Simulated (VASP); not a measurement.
NbH2:

```
Nb H
1.0
     0.00000    2.28150    2.28150
     2.28150    0.00000    2.28150
     2.28150    2.28150    0.00000
Nb H
1 2
Direct
  0.00000 0.00000 0.00000
  0.25000 0.25000 0.25000
  0.75000 0.75000 0.75000
```

Base run:

```yaml
Program: VASP 6.6.1
Functional: PBEsol
Potentials_or_basis: VASP PAW PBE potentials, release 64 (Nb_sv, H)
Cutoff: 500 eV
k_mesh: 13 × 13 × 13
Occupations: methfessel-paxton, width 0.1 eV
Spin: no spin polarisation
```

Its results: band gap on the k mesh zero (an odd number of electrons rules out a gap without spin polarisation); pressure -5.9 GPa.

Problem. The run is repeated on the same cell with these changes: functional from PBEsol to BLYP. What comes out?

Solution. Band gap on the k mesh zero (an odd number of electrons rules out a gap without spin polarisation); pressure 6.3 GPa.

BLYP binds less tightly than PBEsol, so the same cell stands under more pressure.

Caveats: the PAW data sets were made with another functional, which shifts forces and pressure a little; the cell stands under tension (at least some runs); the cell stands under pressure (at least some runs).
